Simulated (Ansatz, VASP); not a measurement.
**One calculation of W, two programs**

```xyz
2
Lattice="2.9424 0.0000 0.0000 -1.4712 2.5482 0.0000 0.0000 0.0000 5.2412" Properties=species:S:1:pos:R:3 pbc="T T T"
W     1.4712    0.8494    3.9309
W     0.0000    1.6988    1.3103
```

Alike in both runs: task single point; functional PBE; k mesh 18 × 18 × 8; occupations gaussian, width 0.1 eV; no spin polarisation.

```csv
,VASP,Ansatz
version,VASP 6.6.1,Ansatz 0.2.0
potentials or method,"VASP PAW PBE potentials, release 64 (W_sv), cutoff 520 eV","scalar-relativistic, plane waves, PAW"
valence electrons in the cell,28,28
```

Ansatz gave:

| Property | Result |
| --- | --- |
| gap on the k mesh at the Fermi level (eV) | none |
| pressure (GPa) | -33.9 |
| traceless stress, the component that is largest in VASP (GPa) | 4.92 |

Question: Which values does VASP return?

Answer: gap on the k mesh at the Fermi level (eV): none; pressure (GPa): -33.7; traceless stress, the component that is largest in VASP (GPa): 4.88.

A gap of «none» marks a metal or a gap that the smearing closes. Both programs put the cell under strong tension, so it lies far from rest at this level.

Neither program's run includes spin-orbit coupling. Noted on VASP's run: the cell as given lies far from equilibrium.
